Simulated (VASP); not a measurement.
# TiPt3 in VASP: further runs

TiPt3 is run at these levels: PBEsol; tasks: electric field gradients.

All numbers are computed with VASP 6.6.1; they aren't measurements. Logs are shortened: lines on timing, memory, paths and dates and some standing lists are left out, and cuts for length are marked.

### 1 The cell of the first run

Symmetry: R-3m, No. 166, trigonal system. The conventional cell has a = 5.539 Å, b = 5.539 Å, c = 6.682 Å, α = 90.00°, β = 90.00°, γ = 120.00°. Ti (site symmetry -3m) has 12 Pt at 2.74 to 2.77 Å within 3.6 Å. Pt (site symmetry 2/m) has 4 Ti at 2.74 to 2.77 Å and 8 Pt at 2.74 to 2.77 Å within 3.6 Å.

### 2 Electric field gradients, PBEsol (equal xy, yz and zx shear strains of -1 %)

Contents of INCAR:

```
SYSTEM = TiPt3
PREC = Accurate ; ENCUT = 520
EDIFF = 1E-8 ; ISMEAR = -1
SIGMA = 0.05 ; LREAL = .False.
LASPH = .True. ; NELM = 80
ALGO = Normal ; ISIF = 2
LWAVE = .False. ; LCHARG = .False.
GGA = PS ; LEFG = .True.
NBANDS = 29
```

Contents of KPOINTS:

```
Automatic mesh
0
Gamma
  9 9 9
  0 0 0
```

Contents of POSCAR:

```
TiPt3
1.0
    3.8970000000     -0.0194850000     -0.0194850000
   -0.0194850000      3.8970000000     -0.0194850000
   -0.0194850000     -0.0194850000      3.8970000000
Ti Pt
1 3
Direct
    0.0000000000      0.0000000000      0.0000000000
    0.0000000000      0.5000000000      0.5000000000
    0.5000000000      0.0000000000      0.5000000000
    0.5000000000      0.5000000000      0.0000000000
```

Potentials or basis: VASP PAW PBE potentials, release 64 (Ti_sv, Pt).

Command:

```bash
cat potpaw_PBE.64/Ti_sv/POTCAR potpaw_PBE.64/Pt/POTCAR > POTCAR
mpirun -np 1 vasp_std > vasp.out
```

OUTCAR:

```text
SYSTEM = TiPt3
   PREC = Accurate
   ENCUT = 520
   EDIFF = 1E-8
   ISMEAR = -1
   LREAL = .False.
   LASPH = .True.
   NELM = 80
   ISIF = 2
   GGA = PS

 ion  position               nearest neighbor table
   1  0.000  0.000  0.000-   2 2.74   3 2.74   4 2.74   2 2.74   3 2.74   4 2.74   4 2.77   2 2.77
                             3 2.77   4 2.77   3 2.77   2 2.77
   2  0.000  0.500  0.500-   1 2.74   3 2.74   4 2.74   1 2.74   4 2.74   3 2.74   3 2.77   1 2.77
                             3 2.77   4 2.77   4 2.77   1 2.77
   3  0.500  0.000  0.500-   1 2.74   2 2.74   4 2.74   4 2.74   1 2.74   2 2.74   4 2.77   1 2.77
                             1 2.77   2 2.77   4 2.77   2 2.77
   4  0.500  0.500  0.000-   1 2.74   2 2.74   3 2.74   3 2.74   2 2.74   1 2.74   3 2.77   2 2.77
                             1 2.77   2 2.77   3 2.77   1 2.77

  LATTYP: Found a trigonal (rhomboedric) cell.
 ALAT       =     3.8970974238
 COS(alpha) =    -0.0099745013

  Lattice vectors:

 A1 = (   3.8970000000,  -0.0194850000,  -0.0194850000)
 A2 = (  -0.0194850000,   3.8970000000,  -0.0194850000)
 A3 = (  -0.0194850000,  -0.0194850000,   3.8970000000)

Analysis of symmetry for initial positions (statically):
=====================================================================
 Subroutine PRICEL returns:
 Original cell was already a primitive cell.

 Routine SETGRP: Setting up the symmetry group for a
 trigonal (rhombohedral) supercell.

 Subroutine GETGRP returns: Found 12 space group operations
 (whereof 12 operations were pure point group operations)
 out of a pool of 12 trial point group operations.

The static configuration has the point symmetry D_3d.

Analysis of symmetry for dynamics (positions and initial velocities):
=====================================================================
 Subroutine PRICEL returns:
 Original cell was already a primitive cell.

 Routine SETGRP: Setting up the symmetry group for a
 trigonal (rhombohedral) supercell.

 Subroutine GETGRP returns: Found 12 space group operations
 (whereof 12 operations were pure point group operations)
 out of a pool of 12 trial point group operations.

[... 147 lines left out ...]
  ---------------------------------------------------
  free energy    TOTEN  =       -32.75614060 eV

  energy without entropy =      -32.74410735  energy(sigma->0) =      -32.75012397

 E-fermi :  11.7158     XC(G=0): -13.4233

 val. band max:       11.7046228048   @ k =   0.4444   0.1111   0.1111
 cond. band min:      11.7338638874   @ k =  -0.4444   0.1111   0.1111
 fundamental gap:      0.0292410826
 Fermi energy:        11.7157880167

 k-point     1 :       0.0000    0.0000    0.0000
  band No.  band energies     occupation
      1     -46.2337      2.00000
      2     -22.5561      2.00000
      3     -22.5561      2.00000
      4     -22.5520      2.00000
      5       1.4173      2.00000
      6       4.2521      2.00000
[... 757 lines left out ...]
     28      15.1976      0.00000
     29      21.6066      0.00000

 [... further k-points ...]

------------------------ aborting loop because EDIFF is reached ----------------------------------------

  FORCE on cell =-STRESS in cart. coord.  units (eV):
  Direction    XX          YY          ZZ          XY          YZ          ZX
  --------------------------------------------------------------------------------------
  -------------------------------------------------------------------------------------
  Total        0.1270974      0.1270974      0.1270974      0.5663887      0.5663887      0.5663887
  in kB        3.4410316      3.4410316      3.4410316     15.3343932     15.3343932     15.3343932
  external PRESSURE =       3.4410316 kB  Pullay stress =       0.0000000 kB

 VOLUME and BASIS-vectors are now :
 -----------------------------------------------------------------------------
  energy-cutoff  :      520.00
  volume of cell :       59.18
      direct lattice vectors                 reciprocal lattice vectors
     3.897000000 -0.019485000 -0.019485000     0.256620542  0.001289550  0.001289550
    -0.019485000  3.897000000 -0.019485000     0.001289550  0.256620542  0.001289550
    -0.019485000 -0.019485000  3.897000000     0.001289550  0.001289550  0.256620542

 POSITION                                       TOTAL-FORCE (eV/Angst)
 -----------------------------------------------------------------------------------
      0.00000      0.00000      0.00000         0.000000      0.000000     -0.000000
     -0.01948      1.93876      1.93876        -0.000000     -0.000000      0.000000
      1.93876     -0.01948      1.93876        -0.000000      0.000000     -0.000000
      1.93876      1.93876     -0.01948         0.000000     -0.000000     -0.000000
 -----------------------------------------------------------------------------------
    total drift:                                0.000000      0.000000     -0.000000

  FREE ENERGIE OF THE ION-ELECTRON SYSTEM (eV)
  ---------------------------------------------------
  free  energy   TOTEN  =       -32.7561406031 eV

  energy  without entropy=      -32.7441073450  energy(sigma->0) =      -32.75012397

 Electric field gradients (V/A^2)
---------------------------------------------------------------------
 ion       V_xx      V_yy      V_zz      V_xy      V_xz      V_yz
---------------------------------------------------------------------
   1      -0.000    -0.000    -0.000    -1.754    -1.754    -1.754
   2     -66.843    33.422    33.422   -15.699   -15.699     0.043
   3      33.422   -66.843    33.422   -15.699     0.043   -15.699
   4      33.422    33.422   -66.843     0.043   -15.699   -15.699
---------------------------------------------------------------------

 Electric field gradients after diagonalization (V/A^2)
 (convention: |V_zz| > |V_xx| > |V_yy|)
----------------------------------------------------------------------
 ion       V_xx      V_yy      V_zz     asymmetry (V_yy - V_xx)/ V_zz
----------------------------------------------------------------------
   1       1.754     1.754    -3.508       0.000
   2      38.159    33.379   -71.538       0.067
   3      38.159    33.379   -71.538       0.067
   4      38.159    33.379   -71.538       0.067
----------------------------------------------------------------------

           NMR quadrupolar parameters

 Cq : quadrupolar parameter    Cq=e*Q*V_zz/h
 eta: asymmetry parameters     (V_yy - V_xx)/ V_zz
 Q  : nuclear electric quadrupole moment in mb (millibarn)
----------------------------------------------------------------------
 ion       Cq(MHz)       eta       Q (mb)
----------------------------------------------------------------------
   1      -0.008       0.000       1.000
   2      -0.173       0.067       1.000
   3      -0.173       0.067       1.000
   4      -0.173       0.067       1.000
----------------------------------------------------------------------
```

Wall time 2.5 min (1 thread of Intel Xeon Platinum 8488C (Sapphire Rapids), shared host); peak memory 0.26 GiB.

Results:

| Item | Value |
| --- | --- |
| Free energy | -32.7561 eV |
| Pressure | 0.3 GPa |
| Band gap on the k mesh | zero (bands 21 and 22 overlap by 1.52 eV) |
| Largest electric field gradient by atom | Ti -3.5; Pt -71.5 V/Å² |

Stress tensor (GPa, compression positive):
```
0.34 1.53 1.53
1.53 0.34 1.53
1.53 1.53 0.34
```

Levels at points of the mesh, in eV from the Fermi level:
```tsv
k point	band 17	band 18	band 19	band 20	band 21	band 22	band 23	band 24	band 25	band 26
(0.00, 0.00, 0.00)	-0.54	0.03	0.03	0.05	1.40	1.40	1.52	1.52	1.54	2.04
```

Electric field gradients, principal values (V/Å²):
| atom | least | middle | greatest (by size) |
| --- | --- | --- | --- |
| 1 Ti | 1.754 | 1.754 | -3.508 |
| 2 Pt | 33.379 | 38.159 | -71.538 |
| 3 Pt | 33.379 | 38.159 | -71.538 |
| 4 Pt | 33.379 | 38.159 | -71.538 |

Caveat: the cell differs from its parent crystal (equal xy, yz and zx shear strains of -1 %); without QUAD_EFG the Cq values of the log hold for a quadrupole moment of 1 mb, not for the nuclei; the PAW data sets were made with another functional, which shifts forces and pressure a little; spin-orbit coupling is left out, which moves the levels of the heavy elements.

### 3 Electric field gradients, PBEsol (14.20 Å³/atom)

This run uses another cell than the first one, of 14.20 Å³/atom.

Contents of INCAR:

```
SYSTEM = TiPt3
PREC = Accurate
ENCUT = 400
EDIFF = 1E-8
ISMEAR = -1
SIGMA = 0.05
LREAL = .False.
LASPH = .True.
NELM = 120
ALGO = Normal
ISIF = 2
LWAVE = .False.
LCHARG = .False.
GGA = PS
LEFG = .True.
NBANDS = 29
GGA_COMPAT = .False.
```

KPOINTS is that of step 2.

Contents of POSCAR:

```
TiPt3
1.0
    3.8443313815      0.0000000000      0.0000000000
    0.0000000000      3.8443313815      0.0000000000
    0.0000000000      0.0000000000      3.8443313815
Ti Pt
1 3
Direct
    0.0000000000      0.0000000000      0.0000000000
    0.0000000000      0.5000000000      0.5000000000
    0.5000000000      0.0000000000      0.5000000000
    0.5000000000      0.5000000000      0.0000000000
```

Potentials or basis: VASP PAW PBE potentials, release 64 (Ti_sv, Pt).

Command:

```bash
cat potpaw_PBE.64/Ti_sv/POTCAR potpaw_PBE.64/Pt/POTCAR > POTCAR
mpirun -np 1 vasp_std > vasp.out
```

OUTCAR:

```text
SYSTEM = TiPt3
   PREC = Accurate
   ENCUT = 400
   EDIFF = 1E-8
   ISMEAR = -1
   LREAL = .False.
   LASPH = .True.
   NELM = 120
   ISIF = 2
   GGA = PS

 ion  position               nearest neighbor table
   1  0.000  0.000  0.000-   2 2.72   3 2.72   4 2.72   2 2.72   3 2.72   2 2.72   4 2.72   2 2.72
                             3 2.72   4 2.72   3 2.72   4 2.72
   2  0.000  0.500  0.500-   1 2.72   3 2.72   4 2.72   1 2.72   4 2.72   1 2.72   3 2.72   1 2.72
                             3 2.72   4 2.72   4 2.72   3 2.72
   3  0.500  0.000  0.500-   1 2.72   2 2.72   4 2.72   1 2.72   4 2.72   2 2.72   4 2.72   4 2.72
                             1 2.72   2 2.72   1 2.72   2 2.72
   4  0.500  0.500  0.000-   1 2.72   2 2.72   3 2.72   2 2.72   3 2.72   1 2.72   3 2.72   3 2.72
                             1 2.72   2 2.72   2 2.72   1 2.72

  LATTYP: Found a simple cubic cell.
 ALAT       =     3.8443313815

  Lattice vectors:

 A1 = (   3.8443313815,   0.0000000000,   0.0000000000)
 A2 = (   0.0000000000,   3.8443313815,   0.0000000000)
 A3 = (   0.0000000000,   0.0000000000,   3.8443313815)

Analysis of symmetry for initial positions (statically):
=====================================================================
 Subroutine PRICEL returns:
 Original cell was already a primitive cell.

 Routine SETGRP: Setting up the symmetry group for a
 simple cubic supercell.

 Subroutine GETGRP returns: Found 48 space group operations
 (whereof 48 operations were pure point group operations)
 out of a pool of 48 trial point group operations.

The static configuration has the point symmetry O_h .

Analysis of symmetry for dynamics (positions and initial velocities):
=====================================================================
 Subroutine PRICEL returns:
 Original cell was already a primitive cell.

 Routine SETGRP: Setting up the symmetry group for a
 simple cubic supercell.

 Subroutine GETGRP returns: Found 48 space group operations
 (whereof 48 operations were pure point group operations)
 out of a pool of 48 trial point group operations.

The dynamic configuration has the point symmetry O_h .

 Subroutine INISYM returns: Found 48 space group operations
 (whereof 48 operations are pure point group operations),
 and found     1 'primitive' translations

----------------------------------------------------------------------------------------

                                     Primitive cell

  volume of cell :      56.8149

  direct lattice vectors                    reciprocal lattice vectors
     3.844331381  0.000000000  0.000000000     0.260123257  0.000000000  0.000000000
     0.000000000  3.844331381  0.000000000     0.000000000  0.260123257  0.000000000
     0.000000000  0.000000000  3.844331381     0.000000000  0.000000000  0.260123257

  length of vectors
     3.844331381  3.844331381  3.844331381     0.260123257  0.260123257  0.260123257

  position of ions in fractional coordinates (direct lattice)
     0.000000000  0.000000000  0.000000000
     0.000000000  0.500000000  0.500000000
     0.500000000  0.000000000  0.500000000
[... 96 lines left out ...]
   EFERMI_NEDOS =   21; number of points for ismear=-14 and -15
   IALGO  =     38    algorithm
   IMIX   =      4    mixing-type and parameters
     AMIX     =   0.40;   BMIX     =  1.00
     AMIX_MAG =   1.60;   BMIX_MAG =  1.00
  volume/ion in A,a.u.               =      14.20        95.85
  Fermi-wavevector in a.u.,A,eV,Ry     =   1.480257  2.797280 29.812551  2.191161
  Thomas-Fermi vector in A             =   2.594313
   LORBIT       =      0    0 simple, 1 ext, 2 COOP (PROOUT), +10 PAW based schemes
   GGA     = PS    functional components
   LHFCALC =     F    Hartree Fock is set to
   AEXX    =    0.0000 exact exchange contribution
   IVDW    =     0    specifies the selected vdW correction
   LEPSILON=     F    determine dielectric tensor
   LRPA    =     F    only Hartree local field effects (RPA)
 non-spin polarized calculation
  energy-cutoff  :      400.00
  volume of cell :       56.81
 maximum number of plane-waves:      1045
 NGX is ok and might be reduce to    28
   NGX = 13   NGY = 13   NGZ = 13

 number of electron      42.0000003 magnetization

 Free energy of the ion-electron system (eV)
  ---------------------------------------------------
  ext. energy  EPLUGINS =         0.00000000
  ---------------------------------------------------
  free energy    TOTEN  =       -32.66691806 eV

  energy without entropy =      -32.65572163  energy(sigma->0) =      -32.66131985

 E-fermi :  12.4774     XC(G=0): -13.6608

 val. band max:       12.4329465034   @ k =   0.4444   0.1111   0.1111
 cond. band min:      12.5032025407   @ k =   0.4444   0.1111   0.0000
 fundamental gap:      0.0702560373
 Fermi energy:        12.4773772705

 k-point     1 :       0.0000    0.0000    0.0000
  band No.  band energies     occupation
      1     -45.4179      2.00000
      2     -21.7635      2.00000
      3     -21.7635      2.00000
      4     -21.7635      2.00000
      5       1.7646      2.00000
      6       4.5615      2.00000
[... 757 lines left out ...]
     28      16.7917      0.00000
     29      20.3002      0.00000

 [... further k-points ...]

------------------------ aborting loop because EDIFF is reached ----------------------------------------

  FORCE on cell =-STRESS in cart. coord.  units (eV):
  Direction    XX          YY          ZZ          XY          YZ          ZX
  --------------------------------------------------------------------------------------
  -------------------------------------------------------------------------------------
  Total        4.3325705      4.3325705      4.3325705     -0.0000000      0.0000000     -0.0000000
  in kB      122.1782122    122.1782122    122.1782122     -0.0000000      0.0000000     -0.0000000
  external PRESSURE =     122.1782122 kB  Pullay stress =       0.0000000 kB

 VOLUME and BASIS-vectors are now :
 -----------------------------------------------------------------------------
  energy-cutoff  :      400.00
  volume of cell :       56.81
      direct lattice vectors                 reciprocal lattice vectors
     3.844331381  0.000000000  0.000000000     0.260123257  0.000000000  0.000000000
     0.000000000  3.844331381  0.000000000     0.000000000  0.260123257  0.000000000
     0.000000000  0.000000000  3.844331381     0.000000000  0.000000000  0.260123257

 POSITION                                       TOTAL-FORCE (eV/Angst)
 -----------------------------------------------------------------------------------
      0.00000      0.00000      0.00000         0.000000      0.000000      0.000000
      0.00000      1.92217      1.92217         0.000000      0.000000      0.000000
      1.92217      0.00000      1.92217         0.000000      0.000000      0.000000
      1.92217      1.92217      0.00000         0.000000      0.000000      0.000000
 -----------------------------------------------------------------------------------
    total drift:                                0.000000      0.000000      0.000000

  FREE ENERGIE OF THE ION-ELECTRON SYSTEM (eV)
  ---------------------------------------------------
  free  energy   TOTEN  =       -32.6669180644 eV

  energy  without entropy=      -32.6557216328  energy(sigma->0) =      -32.66131985

 Electric field gradients (V/A^2)
---------------------------------------------------------------------
 ion       V_xx      V_yy      V_zz      V_xy      V_xz      V_yz
---------------------------------------------------------------------
   1      -0.000    -0.000     0.000     0.000     0.000    -0.000
   2     -70.559    35.280    35.280     0.000     0.000    -0.000
   3      35.280   -70.559    35.280    -0.000     0.000    -0.000
   4      35.280    35.280   -70.559    -0.000     0.000     0.000
---------------------------------------------------------------------

 Electric field gradients after diagonalization (V/A^2)
 (convention: |V_zz| > |V_xx| > |V_yy|)
----------------------------------------------------------------------
 ion       V_xx      V_yy      V_zz     asymmetry (V_yy - V_xx)/ V_zz
----------------------------------------------------------------------
   1      -0.000    -0.000     0.000       0.082
   2      35.280    35.280   -70.559       0.000
   3      35.280    35.280   -70.559       0.000
   4      35.280    35.280   -70.559       0.000
----------------------------------------------------------------------

           NMR quadrupolar parameters

 Cq : quadrupolar parameter    Cq=e*Q*V_zz/h
 eta: asymmetry parameters     (V_yy - V_xx)/ V_zz
 Q  : nuclear electric quadrupole moment in mb (millibarn)
----------------------------------------------------------------------
 ion       Cq(MHz)       eta       Q (mb)
----------------------------------------------------------------------
   1       0.000       0.082       1.000
   2      -0.171       0.000       1.000
   3      -0.171       0.000       1.000
   4      -0.171       0.000       1.000
----------------------------------------------------------------------
```

It took 83 s on 1 thread of AMD EPYC 7R13, shared host; peak memory 0.15 GiB.

Results:

| Item | Value |
| --- | --- |
| Free energy | -32.6669 eV |
| Pressure | 12.2 GPa |
| Band gap on the k mesh | zero (bands 21 and 22 overlap by 1.68 eV) |
| Largest electric field gradient by atom | Ti -0.0; Pt -70.6 V/Å² |

Electric field gradients, principal values (V/Å²):
| atom | least | middle | greatest (by size) |
| --- | --- | --- | --- |
| 1 Ti | 0.000 | 0.000 | 0.000 |
| 2 Pt | 35.280 | 35.280 | -70.559 |
| 3 Pt | 35.280 | 35.280 | -70.559 |
| 4 Pt | 35.280 | 35.280 | -70.559 |

Caveat: the cell stands under pressure; without QUAD_EFG the Cq values of the log hold for a quadrupole moment of 1 mb, not for the nuclei; the PAW data sets were made with another functional, which shifts forces and pressure a little; spin-orbit coupling is left out, which moves the levels of the heavy elements.

[end of part 1 of 2]
